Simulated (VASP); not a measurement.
# MgI2 in VASP: a series of runs

The runs below take MgI2 through single point, with PBE+D3(BJ).

Everything below comes from runs of VASP 6.6.1. Logs are shortened: lines on timing, memory, paths and dates and some standing lists are left out, and cuts for length are marked.

### Step 1. The cell of the first run

The cell holds a slab with vacuum, 6 atoms: a = 4.131 Å, b = 4.131 Å, c = 24.227 Å, α = 90.00°, β = 90.00°, γ = 120.00°.

### Step 2. Single point, PBE+D3(BJ)

INCAR

```
SYSTEM = MgI2
PREC = Accurate ; ENCUT = 520
EDIFF = 1E-6 ; ISMEAR = 0
SIGMA = 0.05 ; LREAL = .FALSE.
LASPH = .TRUE. ; NELM = 60
ALGO = Normal ; ISIF = 2
LWAVE = .FALSE. ; LCHARG = .FALSE.
LDIPOL = .TRUE. ; IDIPOL = 3
DIPOL = 0.5 0.5 0.404 ; GGA = PE
IVDW = 12 ; NBANDS = 25
```

KPOINTS

```
regular mesh
0
G
  9 9 1
  0 0 0
```

POSCAR

```
MgI2
1.0
    4.1311066128      0.0000000000      0.0000000000
   -2.0655533064      3.5776432724      0.0000000000
    0.0000000000      0.0000000000     24.2265084657
I Mg
4 2
Direct
    0.3333333333      0.6666666667      0.1857469477
    0.6666666667      0.3333333333      0.3245723272
    0.8888888889      0.7777777778      0.4826636182
    1.2222222222      0.4444444444      0.6214889978
    0.0000000000      0.0000000000      0.2551596374
    0.5555555556      0.1111111111      0.5520763080
```

Potentials or basis: VASP PAW PBE potentials, release 64 (I, Mg).

Command:

```
$ cat potpaw_PBE.64/I/POTCAR potpaw_PBE.64/Mg/POTCAR > POTCAR
$ mpirun -np 1 vasp_std > vasp.out
```

OUTCAR:

```text
SYSTEM = MgI2
   PREC = Accurate
   ENCUT = 520
   EDIFF = 1E-6
   ISMEAR = 0
   LREAL = .FALSE.
   LASPH = .TRUE.
   NELM = 60
   ISIF = 2
   GGA = PE
   IVDW = 12
 IVDW          = 12

 ion  position               nearest neighbor table
   1  0.333  0.667  0.186-   5 2.92   5 2.92   5 2.92
   2  0.667  0.333  0.325-   5 2.92   5 2.92   5 2.92
   3  0.889  0.778  0.483-   6 2.92   6 2.92   6 2.92
   4  0.222  0.444  0.621-   6 2.92   6 2.92   6 2.92
   5  0.000  0.000  0.255-   1 2.92   1 2.92   1 2.92   2 2.92   2 2.92   2 2.92
   6  0.556  0.111  0.552-   3 2.92   4 2.92   3 2.92   4 2.92   3 2.92   4 2.92

  LATTYP: Found a hexagonal cell.
 ALAT       =     4.1311066128
 C/A-ratio  =     5.8644113397

  Lattice vectors:

 A1 = (   4.1311066128,   0.0000000000,   0.0000000000)
 A2 = (  -2.0655533064,   3.5776432724,   0.0000000000)
 A3 = (   0.0000000000,   0.0000000000,  24.2265084657)

Analysis of symmetry for initial positions (statically):
=====================================================================
 Subroutine PRICEL returns:
 Original cell was already a primitive cell.

 Routine SETGRP: Setting up the symmetry group for a
 hexagonal supercell.

 Subroutine GETGRP returns: Found  4 space group operations
 (whereof  2 operations were pure point group operations)
 out of a pool of 24 trial point group operations.

The static configuration has the point symmetry C_1h.
 The point group associated with its full space group is C_2h.

Analysis of symmetry for dynamics (positions and initial velocities):
=====================================================================
 Subroutine PRICEL returns:
 Original cell was already a primitive cell.

 Routine SETGRP: Setting up the symmetry group for a
 hexagonal supercell.

 Subroutine GETGRP returns: Found  4 space group operations
 (whereof  2 operations were pure point group operations)
 out of a pool of 24 trial point group operations.

The dynamic configuration has the point symmetry C_1h.
 The point group associated with its full space group is C_2h.

 Subroutine INISYM returns: Found  4 space group operations
 (whereof  2 operations are pure point group operations),
 and found     1 'primitive' translations

----------------------------------------------------------------------------------------

                                     Primitive cell

  volume of cell :     358.0587

  direct lattice vectors                    reciprocal lattice vectors
     4.131106613  0.000000000  0.000000000     0.242065890  0.139756807  0.000000000
    -2.065553306  3.577643272  0.000000000     0.000000000  0.279513614  0.000000000
     0.000000000  0.000000000 24.226508466     0.000000000  0.000000000  0.041277099

  length of vectors
     4.131106613  4.131106613 24.226508466     0.279513614  0.279513614  0.041277099

  position of ions in fractional coordinates (direct lattice)
     0.333333333  0.666666667  0.185746948
     0.666666667  0.333333333  0.324572327
     0.888888889  0.777777778  0.482663618
     0.222222222  0.444444444  0.621488998
     0.000000000  0.000000000  0.255159637
     0.555555556  0.111111111  0.552076308

  ion indices of the primitive-cell ions
   primitive index   ion index
                 1           1
                 2           2
                 3           3
                 4           4
                 5           5
                 6           6

----------------------------------------------------------------------------------------

 KPOINTS: regular mesh

Automatic generation of k-mesh.
 Grid dimensions read from file:
 generate k-points for:    9    9    1

 Generating k-lattice:

  Cartesian coordinates                     Fractional coordinates (reciprocal lattice)
     0.026896210  0.015528534  0.000000000     0.111111111 -0.000000000  0.000000000
     0.000000000  0.031057068  0.000000000     0.000000000  0.111111111  0.000000000
     0.000000000  0.000000000  0.041277099     0.000000000  0.000000000  1.000000000

  Length of vectors
     0.031057068  0.031057068  0.041277099

  Shift w.r.t. Gamma in fractional coordinates (k-lattice)
     0.000000000  0.000000000  0.000000000

 Subroutine IBZKPT returns following result:
 ===========================================

 Found     25 irreducible k-points:

 Following reciprocal coordinates:
            Coordinates               Weight
  0.000000  0.000000  0.000000      1.000000
  0.111111  0.000000  0.000000      4.000000
  0.000000  0.111111  0.000000      2.000000
  0.222222  0.000000  0.000000      4.000000
  0.000000  0.222222  0.000000      2.000000
  0.333333 -0.000000  0.000000      4.000000
[... 16 lines left out ...]
 -0.222222 -0.444444  0.000000      4.000000
  0.444444  0.333333  0.000000      4.000000
   k-points           NKPTS =     25   k-points in BZ     NKDIM =     25   number of bands    NBANDS=     25
   number of dos      NEDOS =    301   number of ions     NIONS =      6
   total plane-waves  NPLWV = 184320
   dimension x,y,z NGX =    32 NGY =   32 NGZ =  180
   dimension x,y,z NGXF=    64 NGYF=   64 NGZF=  360
   ions per type =               4   2
   NGX,Y,Z   is equivalent  to a cutoff of  12.88, 12.88, 12.35 a.u.
   NGXF,Y,Z  is equivalent  to a cutoff of  25.76, 25.76, 24.70 a.u.
 SYSTEM =  MgI2
   PREC   = accura    normal or accurate (medium, high low for compatibility)
   ISTART =      0    job   : 0-new  1-cont  2-samecut
   ICHARG =      2    charge: 1-file 2-atom 10-const
   ISPIN  =      1    spin polarized calculation?
   LNONCOLLINEAR =      F non collinear calculations
   LSORBIT =      F    spin-orbit coupling
   LASPH  =      T    aspherical Exc in radial PAW
   ENCUT  =  520.0 eV  38.22 Ry    6.18 a.u.   7.68  7.68 45.05*2*pi/ulx,y,z
   NELM   =     60;   NELMIN=  2; NELMDL= -5     # of ELM steps
   EDIFF  = 0.1E-05   stopping-criterion for ELM
   LREAL  =      F    real-space projection
   EDIFFG = 0.1E-04   stopping-criterion for IOM
   NSW    =      0    number of steps for IOM
   IBRION =     -1    ionic relax: 0-MD 1-quasi-New 2-CG
   NFREE  =      0    steps in history (QN), initial steepest desc. (CG)
   ISIF   =      2    stress and relaxation
   ISYM   =      2    0-nonsym 1-usesym 2-fastsym
   POTIM  = 0.5000    time-step for ionic-motion
   TEBEG  =    0.0;   TEEND  =   0.0 temperature during run
   PSTRESS=    0.0 pullay stress
   NELECT =      32.0000    total number of electrons
   NUPDOWN=      -1.0000    fix difference up-down
   EMIN   =  10.00;   EMAX   =-10.00  energy-range for DOS
   EFERMI =   0.00;   METHOD = LEGACY
   ISMEAR =     0;   SIGMA  =   0.05  broadening in eV -4-tet -1-fermi 0-gaus
   EFERMI_NEDOS =   21; number of points for ismear=-14 and -15
   IALGO  =     38    algorithm
   IMIX   =      4    mixing-type and parameters
     AMIX     =   0.40;   BMIX     =  1.00
     AMIX_MAG =   1.60;   BMIX_MAG =  1.00
  volume/ion in A,a.u.               =      59.68       402.72
  Fermi-wavevector in a.u.,A,eV,Ry     =   0.731936  1.383159  7.289063  0.535731
  Thomas-Fermi vector in A             =   1.824276
   LORBIT       =      0    0 simple, 1 ext, 2 COOP (PROOUT), +10 PAW based schemes
   GGA     = PE    functional components
   LHFCALC =     F    Hartree Fock is set to
   AEXX    =    0.0000 exact exchange contribution
   IVDW    =    12    specifies the selected vdW correction
   LEPSILON=     F    determine dielectric tensor
   LRPA    =     F    only Hartree local field effects (RPA)
 non-spin polarized calculation
 Gauss-broadening in eV      SIGMA  =   0.05
  energy-cutoff  :      520.00
  volume of cell :      358.06
 maximum number of plane-waves:      9709
   NGX = 15   NGY = 15   NGZ = 91

 number of electron      32.0000001 magnetization

 dipolmoment           0.000000      0.000000     -0.000003 electrons x Angstroem

 Free energy of the ion-electron system (eV)
  ---------------------------------------------------
  ext. energy  EPLUGINS =         0.00000000
  ---------------------------------------------------
  free energy    TOTEN  =       -15.42455670 eV

  energy without entropy =      -15.42455670  energy(sigma->0) =      -15.42455670

 E-fermi :  -1.1803     XC(G=0):  -5.0928

 val. band max:       -1.4120676252   @ k =   0.0000   0.0000   0.0000
 cond. band min:       2.1233883681   @ k =   0.4444   0.0000   0.0000
 fundamental gap:      3.5354559933
 Fermi energy:        -1.1803320195

 k-point     1 :       0.0000    0.0000    0.0000
  band No.  band energies     occupation
      1     -13.3871      2.00000
      2     -13.3357      2.00000
      3     -12.8671      2.00000
      4     -12.8038      2.00000
      5      -4.6930      2.00000
      6      -4.3607      2.00000
[... 17 lines left out ...]
     24       5.3171      0.00000
     25       5.3238      0.00000

 k-point     2 :       0.1111    0.0000    0.0000
  band No.  band energies     occupation
      1     -13.3232      2.00000
      2     -13.2726      2.00000
      3     -12.8258      2.00000
      4     -12.7645      2.00000
      5      -4.6223      2.00000
      6      -4.3146      2.00000
[... 17 lines left out ...]
     24       5.2967      0.00000
     25       5.5394      0.00000

 k-point     3 :       0.0000    0.1111    0.0000
  band No.  band energies     occupation
      1     -13.3228      2.00000
      2     -13.2729      2.00000
      3     -12.8254      2.00000
      4     -12.7649      2.00000
      5      -4.6193      2.00000
      6      -4.3182      2.00000
[... 552 lines left out ...]
 k-point    23 :      -0.2222   -0.4444    0.0000
  band No.  band energies     occupation
      1     -12.6445      2.00000
      2     -12.6150      2.00000
      3     -12.5204      2.00000
      4     -12.4966      2.00000
      5      -4.7458      2.00000
      6      -4.6875      2.00000
[... 17 lines left out ...]
     24       5.6760      0.00000
     25       5.9783      0.00000

 k-point    24 :       0.4444    0.3333    0.0000
  band No.  band energies     occupation
      1     -12.6508      2.00000
      2     -12.6112      2.00000
      3     -12.5239      2.00000
      4     -12.4907      2.00000
      5      -4.7353      2.00000
      6      -4.6883      2.00000
[... 17 lines left out ...]
     24       5.6688      0.00000
     25       5.9289      0.00000

 [... further k-points ...]

------------------------ aborting loop because EDIFF is reached ----------------------------------------

 vacuum level on the upper side and lower side of the slab       (xc-potential included)        -0.140        -0.140

 Edisp (eV)   -1.59769

 E8    (eV) :    -0.7340

  FORCE on cell =-STRESS in cart. coord.  units (eV):
  Direction    XX          YY          ZZ          XY          YZ          ZX
  --------------------------------------------------------------------------------------
  -------------------------------------------------------------------------------------
  Total      -0.25477    -0.15852    -0.25575     0.00000     0.13932     0.00000
  in kB      -1.14000    -0.70932    -1.14440     0.00000     0.62341     0.00000
  external pressure =       -1.00 kB  Pullay stress =        0.00 kB

 VOLUME and BASIS-vectors are now :
 -----------------------------------------------------------------------------
  energy-cutoff  :      520.00
  volume of cell :      358.06
      direct lattice vectors                 reciprocal lattice vectors
     4.131106613  0.000000000  0.000000000     0.242065890  0.139756807  0.000000000
    -2.065553306  3.577643272  0.000000000     0.000000000  0.279513614  0.000000000
     0.000000000  0.000000000 24.226508466     0.000000000  0.000000000  0.041277099

 POSITION                                       TOTAL-FORCE (eV/Angst)
 -----------------------------------------------------------------------------------
     -0.00000      2.38510      4.50000        -0.000000     -0.001902      0.015355
      2.06555      1.19255      7.86325         0.000000     -0.032757      0.001323
      2.06555      2.78261     11.69325         0.000000      0.032757     -0.001323
      0.00000      1.59006     15.05651         0.000000      0.001902     -0.015355
      0.00000      0.00000      6.18163         0.000000      0.001146      0.009319
      2.06555      0.39752     13.37488        -0.000000     -0.001146     -0.009319
 -----------------------------------------------------------------------------------
    total drift:                               -0.000000     -0.000000     -0.000060

  FREE ENERGIE OF THE ION-ELECTRON SYSTEM (eV)
  ---------------------------------------------------
  free  energy   TOTEN  =       -17.0222471453 eV

  energy  without entropy=      -17.0222471453  energy(sigma->0) =      -17.02224715

 vacuum level on the upper side and lower side of the slab         4.793         4.793
```

Run time: 2.6 min. Hardware: 1 thread of AMD EPYC 9R45 (Zen 5), shared host; peak memory 0.5 GiB.

Results:

| Item | Value |
| --- | --- |
| Free energy | -17.0222 eV |
| Largest force | 0.033 eV/Å |
| Band gap on the k mesh | 3.54 eV, indirect (least direct gap 3.93 eV) |
| Dispersion energy per atom | -0.266 eV |

Forces in eV/Å, atoms in the order of the input:
```
I    0.000 -0.002  0.015
I    0.000 -0.033  0.001
I    0.000  0.033 -0.001
I    0.000  0.002 -0.015
Mg   0.000  0.001  0.009
Mg   0.000 -0.001 -0.009
```

Levels at points of the mesh, in eV from the valence-band top:
| k point | band 12 | band 13 | band 14 | band 15 | band 16 | band 17 | band 18 | band 19 | band 20 | band 21 |
| --- | --- | --- | --- | --- | --- | --- | --- | --- | --- | --- |
| (0.00, 0.00, 0.00) | -0.27 | -0.04 | -0.03 | -0.02 | 0.00 | 3.93 | 4.36 | 4.92 | 4.92 | 5.88 |

Caveat: spin-orbit coupling is left out, which moves the levels of the heavy elements.

### Step 3. Single point, PBE+D3(BJ)

INCAR

```
PREC = Accurate ; ENCUT = 520
EDIFF = 1E-6 ; ISMEAR = 0
SIGMA = 0.05 ; LREAL = F
LASPH = T ; NELM = 60
ALGO = Normal ; ISIF = 2
LWAVE = F ; LCHARG = F
LDIPOL = T ; IDIPOL = 3
DIPOL = 0.5 0.5 0.404 ; GGA = PE
IVDW = 12 ; NBANDS = 25
```

KPOINTS

```
Automatic mesh
0
Gamma
  9 9 1
```

POSCAR

```
MgI2
1.0
    4.1311066128      0.0000000000      0.0000000000
   -2.0655533064      3.5776432724      0.0000000000
    0.0000000000      0.0000000000     24.2265084657
I Mg
4 2
Direct
    0.3333333333      0.6666666667      0.1857469477
    0.6666666667      0.3333333333      0.3245723272
    1.1111111111      0.5555555556      0.4826636182
    1.4444444444      0.2222222222      0.6214889978
    0.0000000000      0.0000000000      0.2551596374
    0.7777777778     -0.1111111111      0.5520763080
```

Potentials or basis: VASP PAW PBE potentials, release 64 (I, Mg).

Command:

```
$ cat potpaw_PBE.64/I/POTCAR potpaw_PBE.64/Mg/POTCAR > POTCAR
$ mpirun -np 1 vasp_std > vasp.out
```

Wall time 2.7 min (1 thread of AMD EPYC 9R45 (Zen 5), shared host); peak memory 0.53 GiB.

Results (log left out):

| Property | Result |
| --- | --- |
| Free energy | -17.0231 eV |
| Largest force | 0.037 eV/Å |
| Band gap on the k mesh | 3.57 eV, indirect (least direct gap 3.93 eV) |
| Dispersion energy per atom | -0.266 eV |

Forces in eV/Å, atoms in the order of the input:
```
I   -0.001  0.000  0.015
I   -0.032 -0.018  0.003
I    0.032  0.018 -0.003
I    0.001  0.000 -0.015
Mg   0.003  0.002  0.010
Mg  -0.003 -0.002 -0.010
```

Levels at points of the mesh, in eV from the valence-band top:
```tsv
k point	band 14	band 15	band 16	band 17	band 18	band 19
(0.00, 0.00, 0.00)	-0.03	-0.01	0.00	3.93	4.36	4.92
```

Caveat: spin-orbit coupling is left out, which moves the levels of the heavy elements.

### Step 4. Single point, PBE+D3(BJ)

INCAR

```
ALGO = Normal
DIPOL = 0.5 0.5 0.404
EDIFF = 1E-7
ENCUT = 520
GGA = PE
IDIPOL = 3
ISIF = 2
ISMEAR = 0
IVDW = 12
LASPH = T
LCHARG = T
LDIPOL = T
LELF = T
LREAL = F
LVACPOTAV = T
LVHAR = T
LWAVE = F
NBANDS = 25
NELM = 60
PREC = Accurate
SIGMA = 0.05
```

KPOINTS

```
k-points
0
Gamma
  9 9 1
```

POSCAR

```
MgI2
1.0
    4.1311066128      0.0000000000      0.0000000000
   -2.0655533064      3.5776432724      0.0000000000
    0.0000000000      0.0000000000     24.2265084657
I Mg
4 2
Direct
    0.3333333333      0.6666666667      0.1857469477
    0.6666666667      0.3333333333      0.3245723272
    1.1111111111      1.2222222222      0.4826636182
    1.4444444444      0.8888888889      0.6214889978
    0.0000000000      0.0000000000      0.2551596374
    0.7777777778      0.5555555556      0.5520763080
```

Command:

```
$ cat potpaw_PBE.64/I/POTCAR potpaw_PBE.64/Mg/POTCAR > POTCAR
$ mpirun -np 1 vasp_std > vasp.out
```

It took 3 min on 1 thread of AMD EPYC 9R45 (Zen 5), shared host; peak memory 0.52 GiB.

Results (log left out):

| Property | Result |
| --- | --- |
| Free energy | -17.0301 eV |
| Largest force | 0.023 eV/Å |
| Band gap on the k mesh | 3.53 eV, indirect (least direct gap 3.91 eV) |
| Dispersion energy per atom | -0.266 eV |

Forces on the atoms (eV/Å):
```
I    0.000  0.001  0.016
I    0.000  0.004  0.022
I    0.000 -0.004 -0.022
I    0.000 -0.001 -0.016
Mg   0.000  0.001  0.012
Mg   0.000 -0.001 -0.012
```

Levels at points of the mesh, in eV from the valence-band top:
| k point | band 12 | band 13 | band 14 | band 15 | band 16 | band 17 | band 18 | band 19 | band 20 | band 21 |
| --- | --- | --- | --- | --- | --- | --- | --- | --- | --- | --- |
| (0.00, 0.00, 0.00) | -0.28 | -0.06 | -0.04 | -0.03 | 0.00 | 3.91 | 4.35 | 4.90 | 4.92 | 5.88 |

Caveat: spin-orbit coupling is left out, which moves the levels of the heavy elements.

### Step 5. Single point, PBE+D3(BJ)

INCAR

```
ALGO = Normal
DIPOL = 0.5 0.5 0.404
EDIFF = 1E-6
ENCUT = 520
GGA = PE
IDIPOL = 3
ISIF = 2
ISMEAR = 0
IVDW = 12
LASPH = T
LCHARG = F
LDIPOL = T
LREAL = F
LWAVE = F
NBANDS = 25
NELM = 100
PREC = Accurate
SIGMA = 0.05
```

KPOINTS is that of step 4.

POSCAR

```
MgI2
1.0
    4.1311066128      0.0000000000      0.0000000000
   -2.0655533064      3.5776432724      0.0000000000
    0.0000000000      0.0000000000     24.2265084657
I Mg
4 2
Direct
    0.3333333333      0.6666666667      0.1857469477
    0.6666666667      0.3333333333      0.3245723272
    1.5555555556      0.7777777778      0.4826636182
    1.8888888889      0.4444444444      0.6214889978
    0.0000000000      0.0000000000      0.2551596374
    1.2222222222      0.1111111111      0.5520763080
```

Command:

```
$ cat potpaw_PBE.64/I/POTCAR potpaw_PBE.64/Mg/POTCAR > POTCAR
$ mpirun -np 1 vasp_std > vasp.out
```

It took 9.9 min on 1 thread of Oxide Virtual Turin-like, shared host; peak memory 0.52 GiB.

The run converged. Its results:

* Free energy: -17.0308 eV
* Largest force: 0.026 eV/Å
* Band gap on the k mesh: 3.58 eV, indirect (least direct gap 3.91 eV)
* Dispersion energy per atom: -0.266 eV

Forces on the atoms (eV/Å):
```
I    0.000  0.000  0.015
I    0.009  0.005  0.024
I   -0.009 -0.005 -0.024
I    0.000  0.000 -0.015
Mg  -0.002 -0.001  0.012
Mg   0.002  0.001 -0.012
```

Levels at points of the mesh, in eV from the valence-band top:
| k point | band 14 | band 15 | band 16 | band 17 | band 18 | band 19 |
| --- | --- | --- | --- | --- | --- | --- |
| (0.00, 0.00, 0.00) | -0.04 | -0.02 | 0.00 | 3.91 | 4.35 | 4.91 |

Caveat: spin-orbit coupling is left out, which moves the levels of the heavy elements.
